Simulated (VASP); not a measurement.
A run of VASP 6.6.1 is set up as follows.

INCAR

```
SYSTEM = Sr2RePdO6
  ALGO = Normal
  EDIFF = 1E-6
  ENCUT = 700
  GGA = PE
  GGA_COMPAT = .False.
  ISIF = 2
  ISMEAR = -1
  LASPH = .True.
  LCHARG = .False.
  LREAL = .False.
  LWAVE = .False.
  NBANDS = 56
  NELM = 120
  PREC = Accurate
  SIGMA = 0.1
```

Contents of KPOINTS:

```
k-points
0
Gamma
  5 5 5
  0 0 0
```

The input POSCAR:

```
Sr2RePdO6
1.0
    0.0000000000      5.5995780000      0.0000000000
    5.5995780000      0.0000000000      0.0000000000
    2.7997890000      2.7997890000     -3.9977730000
Re Pd O Sr
1 1 6 2
Direct
    0.5000000000      0.5000000000      0.0000000000
    0.0000000000      0.0000000000      0.0000000000
    0.2277000000      0.2861000000      0.0000000000
    0.2861000000      0.7723000000      0.0000000000
    0.7723000000      0.7139000000      0.0000000000
    0.7139000000      0.2277000000      0.0000000000
    0.2571000000      0.2571000000      0.4858000000
    0.7429000000      0.7429000000      0.5142000000
    0.7500000000      0.2500000000      0.5000000000
    0.2500000000      0.7500000000      0.5000000000
```

Potentials or basis: VASP PAW PBE potentials, release 64 (Re_sv_GW, Pd_sv_GW, O, Sr_sv).

The run is started by

```sh
$ cat potpaw_PBE.64/Re_sv_GW/POTCAR potpaw_PBE.64/Pd_sv_GW/POTCAR potpaw_PBE.64/O/POTCAR potpaw_PBE.64/Sr_sv/POTCAR > POTCAR
$ mpirun -np 1 vasp_std > vasp.out
```

**Question.** Predict the pressure.

**Answer.** 8.6 GPa.

**Question.** Predict the largest force.

**Answer.** 1.554 eV/Å.

**Question.** Predict the band gap on the k mesh.

**Answer.** Zero (an odd number of electrons rules out a gap without spin polarisation).

Stress tensor (GPa, compression positive):
```
8.55 0.00 0.00
0.00 8.55 0.00
0.00 0.00 8.66
```

Caveat: the cell stands under pressure; spin-orbit coupling is left out, which moves the levels of the heavy elements; an odd number of electrons without spin polarisation forces a metal; a magnetic or distorted state may lie lower.
